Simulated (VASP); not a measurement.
InSb, 2 atoms in the cell. It takes space group F-43m (No. 216, cubic). Conventional cell: a = 6.393 Å, b = 6.393 Å, c = 6.393 Å, α = 90.00°, β = 90.00°, γ = 90.00°. Within 3.6 Å of In (site symmetry -43m) lie 4 Sb at 2.77 Å. Sb (site symmetry -43m) has 4 In at 2.77 Å within 3.6 Å. 

```yaml
Program: VASP 6.6.1
Task: relaxation of cell and atoms
Functional: PBE
Potentials_or_basis: VASP PAW PBE potentials, release 64 (In_d, Sb)
Cutoff: 600 eV
k_mesh: 12 × 12 × 12
Occupations: gaussian, width 0.1 eV
Spin: no spin polarisation
Target_pressure: 5 GPa
Dipole_correction: no
Further_INCAR_settings: ALGO = Normal; EDIFF = 1e-06; IBRION = 2; EDIFFG = -0.008; NSW = 70; ISIF = 3
```

Potentials or basis: VASP PAW PBE potentials, release 64 (In_d, Sb).

Launch:

```bash
$ cat potpaw_PBE.64/In_d/POTCAR potpaw_PBE.64/Sb/POTCAR > POTCAR
$ mpirun -np 1 vasp_std > vasp.out
```

Hardware: 1 thread of AMD EPYC 9R45 96-Core Processor (Zen 5), on a shared host.

Problem. Estimate the wall time of this run.

Solution. It took 57 s on 1 thread of AMD EPYC 9R45 96-Core Processor (Zen 5), with other jobs on the host, peak memory 0.24 GiB. Counts: scf iterations 27, k points 72, ion steps 3.
